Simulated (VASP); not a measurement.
## LaB6: relaxation of cell and atoms with PBEsol

The system is LaB6.

```xyz
7
Lattice="4.1547 0.0000 0.0000 0.0000 4.1547 0.0000 0.0000 0.0000 4.1547" Properties=species:S:1:pos:R:3 pbc="T T T"
La    0.0000    0.0000    0.0000
B     0.8302    2.0773    2.0773
B     2.0773    0.8302    2.0773
B     3.3245    2.0773    2.0773
B     2.0773    3.3245    2.0773
B     2.0773    2.0773    0.8302
B     2.0773    2.0773    3.3245
```

```json
{"Program": "VASP 6.6.1", "Task": "relaxation of cell and atoms", "Functional": "PBEsol", "Potentials or basis": "VASP PAW PBE potentials, release 64 (La, B)", "Cutoff": "600 eV", "k mesh": "8 × 8 × 8", "Occupations": "gaussian, width 0.1 eV", "Spin": "no spin polarisation", "Dipole correction": "no", "Further INCAR settings": "ALGO = Normal; EDIFF = 1e-07; IBRION = 2; EDIFFG = -0.005; NSW = 70; ISIF = 3"}
```

The relaxed volume is 10.07 Å³/atom, the relaxed cell is a = 4.130 Å, b = 4.130 Å, c = 4.130 Å, α = 90.00°, β = 90.00°, γ = 90.00° and the space group after relaxing (to 0.1 Å) is Pm-3m (No. 221). The energy gained by relaxing is 1.7 meV/atom and the ionic steps are 5. The pressure after relaxing is 0.0 GPa. The band gap on the k mesh is zero (an odd number of electrons rules out a gap without spin polarisation).

Step by step:
| step | energy change (eV) | largest force (eV/Å) | pressure (GPa) | volume (Å³) |
| --- | --- | --- | --- | --- |
| 1 | 0.0000 | 0.0073 | -3.07 | 71.72 |
| 2 | -0.0070 | 0.0910 | 2.09 | 69.70 |
| 3 | -0.0120 | 0.0580 | 0.01 | 70.48 |
| 4 | -0.0116 | 0.1123 | -0.01 | 70.44 |
| 5 | -0.0122 | 0.0001 | 0.00 | 70.47 |

Final structure:
```cif
data_structure
_symmetry_space_group_name_H-M 'P 1'
_symmetry_Int_Tables_number 1
_cell_length_a 4.1304
_cell_length_b 4.1304
_cell_length_c 4.1304
_cell_angle_alpha 90.000
_cell_angle_beta 90.000
_cell_angle_gamma 90.000
_cell_volume 70.47
loop_
_atom_site_label
_atom_site_type_symbol
_atom_site_fract_x
_atom_site_fract_y
_atom_site_fract_z
_atom_site_occupancy
La1 La 0.00000 0.00000 0.00000 1
B1 B 0.19956 0.50000 0.50000 1
B2 B 0.50000 0.19956 0.50000 1
B3 B 0.80044 0.50000 0.50000 1
B4 B 0.50000 0.80044 0.50000 1
B5 B 0.50000 0.50000 0.19956 1
B6 B 0.50000 0.50000 0.80044 1
```

Levels at points of the mesh, in eV from the Fermi level:
```
           k point  band 12  band 13  band 14  band 15  band 16  band 17
(0.00, 0.00, 0.00)    -1.79    -1.79    -1.79     0.30     0.30     0.30
(0.50, 0.00, 0.00)    -3.39    -3.10    -2.49    -1.39     1.65     1.68
(0.50, 0.50, 0.00)    -4.43    -2.80    -2.80     1.15     1.15     2.17
(0.50, 0.50, 0.50)    -2.30    -2.30    -2.30     1.65     1.97     1.97
```

Wall time 3.1 min on 1 thread of Intel(R) Xeon(R) Platinum 8488C (Sapphire Rapids) (shared host), peak memory 0.25 GiB.

Caveat: the PAW data sets were made with another functional, which shifts forces and pressure a little; spin-orbit coupling is left out, which moves the levels of the heavy elements; an odd number of electrons without spin polarisation forces a metal; a magnetic or distorted state may lie lower.
